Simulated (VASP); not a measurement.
Set up this calculation in VASP 6.6.1, as the native input.

```yaml
Task: electric field gradients
Functional: PBE
Potentials_or_basis: VASP PAW PBE potentials, release 64 (Mn_pv, Hg)
Cutoff: 520 eV
k_mesh: 10 × 10 × 10
Occupations: fermi-dirac, width 0.05 eV
Spin: collinear spin, ferromagnetic start
Starting_moments: "[4.0, 0.0] μB"
Dipole_correction: no
Further_INCAR_settings: ALGO = Normal; EDIFF = 1e-08; NBANDS = 24
```

The structure of MnHg lies in POSCAR:

```
MnHg
1.0
    3.2322604184      0.0000000000      0.0000000000
    0.0000000000      3.2322604184      0.0000000000
    0.0000000000      0.0000000000      3.2568366077
Mn Hg
1 1
Direct
    0.5000000000      0.5000000000      0.5000000000
    0.0000000000      0.0000000000      0.0000000000
```

These files were run (other wordings do the same):

INCAR

```
SYSTEM = MnHg
PREC = Accurate ; ENCUT = 520
EDIFF = 1E-8 ; ISMEAR = -1
SIGMA = 0.05 ; LREAL = .FALSE.
LASPH = .TRUE. ; NELM = 150
ALGO = Normal ; ISIF = 2
LWAVE = .FALSE. ; LCHARG = .FALSE.
ISPIN = 2 ; MAGMOM = 4 0
LORBIT = 11 ; LMAXMIX = 4
GGA = PE ; LEFG = .TRUE.
NBANDS = 24
```

KPOINTS

```
regular mesh
0
G
  10 10 10
  0 0 0
```

Potentials or basis: VASP PAW PBE potentials, release 64 (Mn_pv, Hg).

Launch:

```bash
$ cat potpaw_PBE.64/Mn_pv/POTCAR potpaw_PBE.64/Hg/POTCAR > POTCAR
$ mpirun -np 1 vasp_std > vasp.out
```

It gave:

```json
{
  "Pressure": "7.4 GPa",
  "Net moment": "3.78 μB per cell",
  "Site moments": "Mn +3.70; Hg -0.05 μB",
  "Largest electric field gradient by atom": "Mn +1.1; Hg -0.4 V/Å²",
  "Valence electrons inside the program's atomic spheres": "Mn 11.47; Hg 10.65"
}
```

Caveat: the cell stands under pressure; without QUAD_EFG the Cq values of the log hold for a quadrupole moment of 1 mb, not for the nuclei.

It took 70 s on 1 thread of Intel(R) Xeon(R) Platinum 8488C (Sapphire Rapids), with other jobs on the host, peak memory 0.27 GiB.
